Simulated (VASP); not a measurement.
Input of a VASP 6.6.1 run:

The input INCAR:

```
PREC     = Accurate       # precision mode
ENCUT    = 520            # plane-wave cutoff, eV
EDIFF    = 1E-6           # SCF threshold, eV
ISMEAR   = 0              # smearing method
SIGMA    = 0.15           # smearing width, eV
LREAL    = F              # projectors in reciprocal space
LASPH    = T              # aspherical terms in the spheres
NELM     = 150            # most SCF steps
ALGO     = Normal         # electronic algorithm
ISIF     = 2              # what is computed and relaxed
LWAVE    = F              # write WAVECAR
LCHARG   = T              # write CHGCAR
ISPIN    = 2              # spin polarisation
MAGMOM   = 0.15           # initial moments
LORBIT   = 11             # projections on sites
NUPDOWN  = 0.15           # fixed moment
LMAXMIX  = 4              # l up to which the mixer works
GGA      = PS             # functional
LELF     = T              # ELF
LVHAR    = T            
NBANDS   = 15             # bands
```

File KPOINTS:

```
regular mesh
0
Gamma
  22 22 22
```

POSCAR

```
Pt
1.0
    0.0000000000      1.9291443853      1.9291443853
    1.9291443853      0.0000000000      1.9291443853
    1.9291443853      1.9291443853      0.0000000000
Pt
1
Direct
    0.0000000000      0.0000000000      0.0000000000
```

Potentials or basis: VASP PAW PBE potentials, release 64 (Pt).

Run with:

```bash
$ cat potpaw_PBE.64/Pt/POTCAR > POTCAR
$ mpirun -np 1 vasp_std > vasp.out
```

(1) Estimate the pressure.

Answers

(1) 14.8 GPa.

Caveat: the cell stands under pressure; the PAW data sets were made with another functional, which shifts forces and pressure a little; the total moment is fixed, so each spin has its own Fermi level and the state may be an excited one.
